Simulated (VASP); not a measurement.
# TiB2 (P6/mmm) in VASP: a series of runs

TiB2 is run at these levels: PBE; tasks: single point.

Everything below comes from runs of VASP 6.6.1. Logs are shortened: lines on timing, memory, paths and dates and some standing lists are left out, and cuts for length are marked.

### 1 The cell of the first run

The structure is hexagonal, space group P6/mmm (No. 191). The conventional cell has a = 3.009 Å, b = 3.009 Å, c = 3.207 Å, α = 90.00°, β = 90.00°, γ = 120.00°. Within 3.1 Å of Ti (site symmetry 6/mmm) lie 12 B at 2.36 Å and 6 Ti at 3.01 Å. Within 2.3 Å of B (site symmetry -6m2) lie 3 B at 1.74 Å.

### 2 Single point, PBE

INCAR reads:

```
SYSTEM = TiB2
PREC = Accurate
ENCUT = 520
EDIFF = 1E-6
ISMEAR = -1
SIGMA = 0.1
LREAL = .False.
LASPH = .True.
NELM = 80
ALGO = Normal
ISIF = 2
LWAVE = .False.
LCHARG = .False.
GGA = PE
NBANDS = 16
```

KPOINTS reads:

```
Automatic mesh
0
Gamma
  11 11 9
  0 0 0
```

POSCAR reads:

```
TiB2
1.0
    3.0088691861      0.0000000000      0.0000000000
   -1.5044345930      2.6057571487      0.0000000000
    0.0000000000      0.0000000000      3.2067322330
Ti B
1 2
Direct
    0.0000000000      0.0000000000      0.0000000000
    0.3333333333      0.6666666667      0.5000000000
    0.6666666667      0.3333333333      0.5000000000
```

Potentials or basis: VASP PAW PBE potentials, release 64 (Ti_sv, B).

On the command line:

```sh
> cat potpaw_PBE.64/Ti_sv/POTCAR potpaw_PBE.64/B/POTCAR > POTCAR
> mpirun -np 1 vasp_std > vasp.out
```

OUTCAR:

```text
SYSTEM = TiB2
   PREC = Accurate
   ENCUT = 520
   EDIFF = 1E-6
   ISMEAR = -1
   LREAL = .False.
   LASPH = .True.
   NELM = 80
   ISIF = 2
   GGA = PE

 ion  position               nearest neighbor table
   1  0.000  0.000  0.000-   2 2.36   2 2.36   3 2.36   3 2.36   2 2.36   3 2.36   2 2.36   3 2.36
                             3 2.36   3 2.36   2 2.36   2 2.36
   2  0.333  0.667  0.500-   3 1.74   3 1.74   3 1.74   1 2.36   1 2.36   1 2.36   1 2.36   1 2.36
                             1 2.36
   3  0.667  0.333  0.500-   2 1.74   2 1.74   2 1.74   1 2.36   1 2.36   1 2.36   1 2.36   1 2.36
                             1 2.36

  LATTYP: Found a hexagonal cell.
 ALAT       =     3.0088691861
 C/A-ratio  =     1.0657599366

  Lattice vectors:

 A1 = (   3.0088691861,   0.0000000000,   0.0000000000)
 A2 = (  -1.5044345930,   2.6057571487,   0.0000000000)
 A3 = (   0.0000000000,   0.0000000000,   3.2067322330)

Analysis of symmetry for initial positions (statically):
=====================================================================
 Subroutine PRICEL returns:
 Original cell was already a primitive cell.

 Routine SETGRP: Setting up the symmetry group for a
 hexagonal supercell.

 Subroutine GETGRP returns: Found 24 space group operations
 (whereof 24 operations were pure point group operations)
 out of a pool of 24 trial point group operations.

The static configuration has the point symmetry D_6h.

Analysis of symmetry for dynamics (positions and initial velocities):
=====================================================================
 Subroutine PRICEL returns:
 Original cell was already a primitive cell.

 Routine SETGRP: Setting up the symmetry group for a
 hexagonal supercell.

 Subroutine GETGRP returns: Found 24 space group operations
 (whereof 24 operations were pure point group operations)
 out of a pool of 24 trial point group operations.

The dynamic configuration has the point symmetry D_6h.

 Subroutine INISYM returns: Found 24 space group operations
 (whereof 24 operations are pure point group operations),
 and found     1 'primitive' translations

----------------------------------------------------------------------------------------

                                     Primitive cell

  volume of cell :      25.1420

  direct lattice vectors                    reciprocal lattice vectors
     3.008869186  0.000000000  0.000000000     0.332350773  0.191882809  0.000000000
    -1.504434593  2.605757149  0.000000000     0.000000000  0.383765617  0.000000000
     0.000000000  0.000000000  3.206732233     0.000000000  0.000000000  0.311843936

  length of vectors
     3.008869186  3.008869183  3.206732233     0.383765617  0.383765617  0.311843936

  position of ions in fractional coordinates (direct lattice)
     0.000000000  0.000000000  0.000000000
     0.333333333  0.666666667  0.500000000
     0.666666667  0.333333333  0.500000000

  ion indices of the primitive-cell ions
   primitive index   ion index
                 1           1
                 2           2
                 3           3

----------------------------------------------------------------------------------------

 KPOINTS: Automatic mesh

Automatic generation of k-mesh.
 Grid dimensions read from file:
 generate k-points for:   11   11    9

 Generating k-lattice:

  Cartesian coordinates                     Fractional coordinates (reciprocal lattice)
     0.030213707  0.017443892  0.000000000     0.090909091 -0.000000000  0.000000000
     0.000000000  0.034887783  0.000000000     0.000000000  0.090909091  0.000000000
     0.000000000  0.000000000  0.034649326     0.000000000  0.000000000  0.111111111

  Length of vectors
     0.034887783  0.034887783  0.034649326

  Shift w.r.t. Gamma in fractional coordinates (k-lattice)
     0.000000000  0.000000000  0.000000000

 Subroutine IBZKPT returns following result:
 ===========================================

 Found     80 irreducible k-points:

 Following reciprocal coordinates:
            Coordinates               Weight
  0.000000  0.000000  0.000000      1.000000
  0.090909  0.000000  0.000000      6.000000
  0.181818  0.000000  0.000000      6.000000
  0.272727  0.000000  0.000000      6.000000
  0.363636  0.000000  0.000000      6.000000
  0.454545  0.000000  0.000000      6.000000
[... 16 lines left out ...]
  0.090909  0.090909  0.111111     12.000000
  0.181818  0.090909  0.111111     24.000000
 [... further k-points ...]
   k-points           NKPTS =     80   k-points in BZ     NKDIM =     80   number of bands    NBANDS=     16
   number of dos      NEDOS =    301   number of ions     NIONS =      3
   total plane-waves  NPLWV =  13824
   dimension x,y,z NGX =    24 NGY =   24 NGZ =   24
   dimension x,y,z NGXF=    48 NGYF=   48 NGZF=   48
   ions per type =               1   2
   NGX,Y,Z   is equivalent  to a cutoff of  13.26, 13.26, 12.44 a.u.
   NGXF,Y,Z  is equivalent  to a cutoff of  26.52, 26.52, 24.88 a.u.
 SYSTEM =  TiB2
   PREC   = accura    normal or accurate (medium, high low for compatibility)
   ISTART =      0    job   : 0-new  1-cont  2-samecut
   ICHARG =      2    charge: 1-file 2-atom 10-const
   ISPIN  =      1    spin polarized calculation?
   LNONCOLLINEAR =      F non collinear calculations
   LSORBIT =      F    spin-orbit coupling
   LASPH  =      T    aspherical Exc in radial PAW
   ENCUT  =  520.0 eV  38.22 Ry    6.18 a.u.   5.59  5.59  5.96*2*pi/ulx,y,z
   NELM   =     80;   NELMIN=  2; NELMDL= -5     # of ELM steps
   EDIFF  = 0.1E-05   stopping-criterion for ELM
   LREAL  =      F    real-space projection
   EDIFFG = 0.1E-04   stopping-criterion for IOM
   NSW    =      0    number of steps for IOM
   IBRION =     -1    ionic relax: 0-MD 1-quasi-New 2-CG
   NFREE  =      0    steps in history (QN), initial steepest desc. (CG)
   ISIF   =      2    stress and relaxation
   ISYM   =      2    0-nonsym 1-usesym 2-fastsym
   POTIM  = 0.5000    time-step for ionic-motion
   TEBEG  =    0.0;   TEEND  =   0.0 temperature during run
   PSTRESS=    0.0 pullay stress
   NELECT =      18.0000    total number of electrons
   NUPDOWN=      -1.0000    fix difference up-down
   EMIN   =  10.00;   EMAX   =-10.00  energy-range for DOS
   EFERMI =   0.00;   METHOD = LEGACY
   ISMEAR =    -1;   SIGMA  =   0.10  broadening in eV -4-tet -1-fermi 0-gaus
   EFERMI_NEDOS =   21; number of points for ismear=-14 and -15
   IALGO  =     38    algorithm
   IMIX   =      4    mixing-type and parameters
     AMIX     =   0.40;   BMIX     =  1.00
     AMIX_MAG =   1.60;   BMIX_MAG =  1.00
  volume/ion in A,a.u.               =       8.38        56.56
  Fermi-wavevector in a.u.,A,eV,Ry     =   1.464533  2.767565 29.182531  2.144855
  Thomas-Fermi vector in A             =   2.580497
   LORBIT       =      0    0 simple, 1 ext, 2 COOP (PROOUT), +10 PAW based schemes
   GGA     = PE    functional components
   LHFCALC =     F    Hartree Fock is set to
   AEXX    =    0.0000 exact exchange contribution
   IVDW    =     0    specifies the selected vdW correction
   LEPSILON=     F    determine dielectric tensor
   LRPA    =     F    only Hartree local field effects (RPA)
 non-spin polarized calculation
  energy-cutoff  :      520.00
  volume of cell :       25.14
 maximum number of plane-waves:       696
 NGX is ok and might be reduce to    24
   NGX = 11   NGY = 11   NGZ = 11

 number of electron      18.0000000 magnetization

 Free energy of the ion-electron system (eV)
  ---------------------------------------------------
  ext. energy  EPLUGINS =         0.00000000
  ---------------------------------------------------
  free energy    TOTEN  =       -24.42477440 eV

  energy without entropy =      -24.41294677  energy(sigma->0) =      -24.41886058

 E-fermi :  10.1913     XC(G=0): -12.8662

 val. band max:       10.1773714182   @ k =   0.1818   0.1818   0.1111
 cond. band min:      10.2123406291   @ k =   0.0909   0.0000   0.3333
 fundamental gap:      0.0349692109
 Fermi energy:        10.1913416998

 k-point     1 :       0.0000    0.0000    0.0000
  band No.  band energies     occupation
      1     -46.6874      2.00000
      2     -23.0427      2.00000
      3     -22.7153      2.00000
      4     -22.7153      2.00000
      5      -3.3975      2.00000
      6       7.5774      2.00000
[... 8 lines left out ...]
     15      16.0802      0.00000
     16      17.3195      0.00000

 k-point     2 :       0.0909    0.0000    0.0000
  band No.  band energies     occupation
      1     -46.6827      2.00000
      2     -23.0369      2.00000
      3     -22.7509      2.00000
      4     -22.7234      2.00000
      5      -3.2361      2.00000
      6       7.1217      2.00000
[... 8 lines left out ...]
     15      17.0263      0.00000
     16      17.8279      0.00000

 k-point     3 :       0.1818    0.0000    0.0000
  band No.  band energies     occupation
      1     -46.6701      2.00000
      2     -23.0210      2.00000
      3     -22.8452      2.00000
      4     -22.7448      2.00000
      5      -2.7631      2.00000
      6       5.9815      2.00000
[... 8 lines left out ...]
     15      18.4035      0.00000
     16      18.9023      0.00000

 k-point     4 :       0.2727    0.0000    0.0000
  band No.  band energies     occupation
      1     -46.6535      2.00000
      2     -23.0001      2.00000
      3     -22.9667      2.00000
      4     -22.7727      2.00000
      5      -2.0087      2.00000
      6       4.5376      2.00000
[... 8 lines left out ...]
     15      17.6588      0.00000
     16      19.5752      0.00000
[... 324 lines left out ...]
 k-point    22 :       0.4545    0.0000    0.1111
  band No.  band energies     occupation
      1     -46.6273      2.00000
      2     -23.1370      2.00000
      3     -22.9918      2.00000
      4     -22.8106      2.00000
      5       0.2514      2.00000
      6       1.5813      2.00000
[... 8 lines left out ...]
     15      18.5621      0.00000
     16      19.5772      0.00000

 k-point    23 :       0.0909    0.0909    0.1111
  band No.  band energies     occupation
      1     -46.6722      2.00000
      2     -23.0510      2.00000
      3     -22.8110      2.00000
      4     -22.7381      2.00000
      5      -2.7655      2.00000
      6       6.4885      2.00000
[... 8 lines left out ...]
     15      17.9475      0.00000
     16      18.1487      0.00000

 k-point    24 :       0.1818    0.0909    0.1111
  band No.  band energies     occupation
      1     -46.6576      2.00000
      2     -23.0318      2.00000
      3     -22.9128      2.00000
      4     -22.7680      2.00000
      5      -2.1699      2.00000
      6       5.2754      2.00000
[... 8 lines left out ...]
     15      18.2640      0.00000
     16      19.4020      0.00000

 [... further k-points ...]

------------------------ aborting loop because EDIFF is reached ----------------------------------------

  FORCE on cell =-STRESS in cart. coord.  units (eV):
  Direction    XX          YY          ZZ          XY          YZ          ZX
  --------------------------------------------------------------------------------------
  -------------------------------------------------------------------------------------
  Total        1.0323730      1.0323730      0.6952722      0.0000000      0.0000000      0.0000000
  in kB       65.7880887     65.7880885     44.3063042      0.0000000      0.0000000      0.0000000
  external PRESSURE =      58.6274938 kB  Pullay stress =       0.0000000 kB

 VOLUME and BASIS-vectors are now :
 -----------------------------------------------------------------------------
  energy-cutoff  :      520.00
  volume of cell :       25.14
      direct lattice vectors                 reciprocal lattice vectors
     3.008869186  0.000000000  0.000000000     0.332350773  0.191882809  0.000000000
    -1.504434593  2.605757149  0.000000000     0.000000000  0.383765617  0.000000000
     0.000000000  0.000000000  3.206732233     0.000000000  0.000000000  0.311843936

 POSITION                                       TOTAL-FORCE (eV/Angst)
 -----------------------------------------------------------------------------------
      0.00000      0.00000      0.00000         0.000000      0.000000      0.000000
     -0.00000      1.73717      1.60337        -0.000000     -0.000000      0.000000
      1.50443      0.86859      1.60337         0.000000      0.000000      0.000000
 -----------------------------------------------------------------------------------
    total drift:                               -0.000000      0.000000      0.000000

  FREE ENERGIE OF THE ION-ELECTRON SYSTEM (eV)
  ---------------------------------------------------
  free  energy   TOTEN  =       -24.4247743967 eV

  energy  without entropy=      -24.4129467702  energy(sigma->0) =      -24.41886058
```

It took 36 s on 1 thread of Intel Xeon 8259CL, shared host; peak memory 0.16 GiB.

What came out:

```
Free energy            : -24.4248 eV
Pressure               : 5.9 GPa
Band gap on the k mesh : zero (band 9 reaches 10.42 eV, above the bottom of band 10 at 9.95 eV)
```

### 3 Single point, PBE

This run uses another cell than the first one, of 8.55 Å³/atom, 1.020 times its volume.

INCAR reads:

```
SYSTEM = TiB2
ALGO     = Normal         ! electronic algorithm
EDIFF    = 1E-6           ! SCF threshold, eV
ENCUT    = 520            ! plane-wave cutoff, eV
GGA      = PE             ! functional
ISIF     = 2              ! what is computed and relaxed
ISMEAR   = -1             ! smearing method
LASPH    = .True.         ! aspherical terms in the spheres
LCHARG   = .False.        ! write CHGCAR
LREAL    = .False.        ! projectors in reciprocal space
LWAVE    = .False.        ! write WAVECAR
NBANDS   = 16             ! bands
NELM     = 60             ! most SCF steps
PREC     = Accurate       ! precision mode
SIGMA    = 0.1            ! smearing width, eV
```

KPOINTS reads:

```
k-points
0
Gamma
  11 11 9
  0 0 0
```

POSCAR reads:

```
TiB2
1.0
    3.0292000000      0.0000000000      0.0000000000
   -1.5146000000      2.6233641500      0.0000000000
    0.0000000000      0.0000000000      3.2284000000
Ti B
1 2
Direct
    0.0000000000      0.0000000000      0.0000000000
    0.3333333333      0.6666666667      0.5000000000
    0.6666666667      0.3333333333      0.5000000000
```

Potentials or basis: VASP PAW PBE potentials, release 64 (Ti_sv, B).

On the command line:

```sh
> cat potpaw_PBE.64/Ti_sv/POTCAR potpaw_PBE.64/B/POTCAR > POTCAR
> mpirun -np 1 vasp_std > vasp.out
```

Run time: 33 s. Hardware: 1 thread of Intel Xeon 8259CL, shared host; peak memory 0.16 GiB.

It converged, with:

- Free energy: -24.4350 eV
- Pressure: 0.5 GPa
- Band gap on the k mesh: zero (band 9 reaches 10.19 eV, above the bottom of band 10 at 9.74 eV)

Stress tensor (GPa, compression positive):
```
 0.81  0.00  0.00
 0.00  0.81  0.00
 0.00  0.00 -0.16
```

Levels at points of the mesh, in eV from the Fermi level:
| k point | band 5 | band 6 | band 7 | band 8 | band 9 | band 10 | band 11 | band 12 | band 13 | band 14 |
| --- | --- | --- | --- | --- | --- | --- | --- | --- | --- | --- |
| (0.00, 0.00, 0.00) | -13.48 | -2.57 | -2.57 | -2.30 | -2.08 | 1.92 | 1.92 | 3.68 | 3.68 | 5.80 |

### 4 Single point, PBE

This run uses another cell than the first one, of 8.72 Å³/atom, 1.041 times its volume.

INCAR reads:

```
  ALGO = Normal
  EDIFF = 1E-6
  ENCUT = 520
  GGA = PE
  ISIF = 2
  ISMEAR = -1
  LASPH = True
  LCHARG = True
  LELF = True
  LREAL = False
  LVHAR = True
  LWAVE = False
  NBANDS = 16
  NELM = 80
  PREC = Accurate
  SIGMA = 0.1
```

KPOINTS reads:

```
k-points
0
Gamma
  11 11 9
```

POSCAR reads:

```
TiB2
1.0
    3.0492615118      0.0000000000      0.0000000000
   -1.5246307559      2.6407379288      0.0000000000
    0.0000000000      0.0000000000      3.2497807555
Ti B
1 2
Direct
    0.0000000000      0.0000000000      0.0000000000
    0.3333333333      0.6666666667      0.5000000000
    0.6666666667      0.3333333333      0.5000000000
```

On the command line:

```sh
> cat potpaw_PBE.64/Ti_sv/POTCAR potpaw_PBE.64/B/POTCAR > POTCAR
> mpirun -np 1 vasp_std > vasp.out
```

Wall time 34 s (1 thread of Intel Xeon 8259CL, shared host); peak memory 0.16 GiB.

Results (log left out):

* Free energy: -24.4288 eV
* Pressure: -4.4 GPa
* Band gap on the k mesh: zero (band 9 reaches 9.96 eV, above the bottom of band 10 at 9.53 eV)

Stress tensor (GPa, compression positive):
```
-4.44  0.00  0.00
 0.00 -4.44  0.00
 0.00  0.00 -4.32
```

Levels at points of the mesh, in eV from the Fermi level:
| k point | band 5 | band 6 | band 7 | band 8 | band 9 | band 10 | band 11 | band 12 | band 13 | band 14 |
| --- | --- | --- | --- | --- | --- | --- | --- | --- | --- | --- |
| (0.00, 0.00, 0.00) | -13.37 | -2.53 | -2.53 | -2.29 | -2.04 | 1.86 | 1.86 | 3.59 | 3.59 | 5.72 |

### 5 Overview

| cell | gap on the mesh (eV) | pressure (GPa) |
| --- | --- | --- |
| a = 3.009, b = 3.009, c = 3.207 Å, angles 90.0, 90.0, 120.0°, 3 atoms | none | 5.9 |
| a = 3.029, b = 3.029, c = 3.228 Å, angles 90.0, 90.0, 120.0°, 3 atoms | none | 0.5 |
| a = 3.049, b = 3.049, c = 3.250 Å, angles 90.0, 90.0, 120.0°, 3 atoms | none | -4.4 |

Alike in all rows: task single point; level PBE; potentials or basis VASP PAW PBE potentials, release 64 (Ti_sv, B); no spin polarisation; k mesh 11 × 11 × 9; cutoff (eV) 520; smearing fermi-dirac 0.1 eV.

Total energies depend on the potentials used, so only differences within one code and one set of settings carry meaning.
